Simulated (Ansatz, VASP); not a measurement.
**ScSb3S: VASP beside Ansatz**

Contents of INCAR:

```
PREC     = Accurate       # precision mode
ENCUT    = 600            # plane-wave cutoff, eV
EDIFF    = 1E-7           # SCF threshold, eV
ISMEAR   = 0              # smearing method
SIGMA    = 0.1            # smearing width, eV
LREAL    = False          # projectors in reciprocal space
LASPH    = True           # aspherical terms in the spheres
NELM     = 60             # most SCF steps
ALGO     = Normal         # electronic algorithm
ISIF     = 3              # what is computed and relaxed
LWAVE    = False          # write WAVECAR
LCHARG   = False          # write CHGCAR
GGA      = PE             # functional
IBRION   = 2              # ionic algorithm
NSW      = 90             # ionic steps
EDIFFG   = -0.04          # ionic threshold
```

The input KPOINTS:

```
regular mesh
0
Gamma
  4 4 4
```

Contents of POSCAR:

```
ScSb3S
1.0
    5.4629825800      0.0000000000      0.0000000000
    0.0000000000      5.4629825800      0.0000000000
    0.0000000000      0.0000000000      5.4629825800
Sc Sb S
1 3 1
Direct
    0.5000000000      0.5000000000      0.5000000000
    0.0000000000      0.5000000000      0.5000000000
    0.5000000000      0.0000000000      0.5000000000
    0.5000000000      0.5000000000      0.0000000000
    0.0000000000      0.0000000000      0.0000000000
```

Input for Ansatz:

```yaml
crystal:
  lattice:
    - [5.46298258, 0.0, 0.0]
    - [0.0, 5.46298258, 0.0]
    - [0.0, 0.0, 5.46298258]
  atoms:
    - { symbol: Sc, position: [0.5, 0.5, 0.5] }
    - { symbol: Sb, position: [0.0, 0.5, 0.5] }
    - { symbol: Sb, position: [0.5, 0.0, 0.5] }
    - { symbol: Sb, position: [0.5, 0.5, 0.0] }
    - { symbol: S, position: [0.0, 0.0, 0.0] }
basis:
  ecutwfc: 420
kpoints:
  mp_grid: { grid: [4, 4, 4] }
hamiltonian:
  xc: pbe
scf:
  occupations: { method: gaussian, width: 0.1 }
  lower_state_search: "off"
output:
  forces: true
  stress: true
  eigenvalues: true
relax:
  adjacent_minimum: "off"
  f_tol: 0.04
  max_steps: 70
  cell: { stress_tol: 0.4 }
```

Alike in both runs: task relaxation of cell and atoms; functional PBE; k mesh 4 × 4 × 4; occupations gaussian, width 0.1 eV; no spin polarisation.

```csv
,VASP,Ansatz
version,VASP 6.6.1,Ansatz 0.2.0
potentials or method,"VASP PAW PBE potentials, release 64 (Sc_sv, Sb, S), cutoff 600 eV","scalar-relativistic, plane waves, PAW"
valence electrons in the cell,32,62
```

```tsv
	VASP	Ansatz	Ansatz less VASP
gap on the k mesh at the Fermi level, each at its own relaxed structure (eV)	none	none	-
relaxed volume (Å³/atom)	31.58	31.79	+0.217
relaxed cell length with the largest relative difference (Å)	5.405	5.417	+0.0123
```

A gap of «none» marks a metal or a gap that the smearing closes. VASP's potentials hold 32 valence electrons a cell and Ansatz's 62, so a difference there can come from the potentials and not from the codes.

Spin-orbit coupling is off throughout.
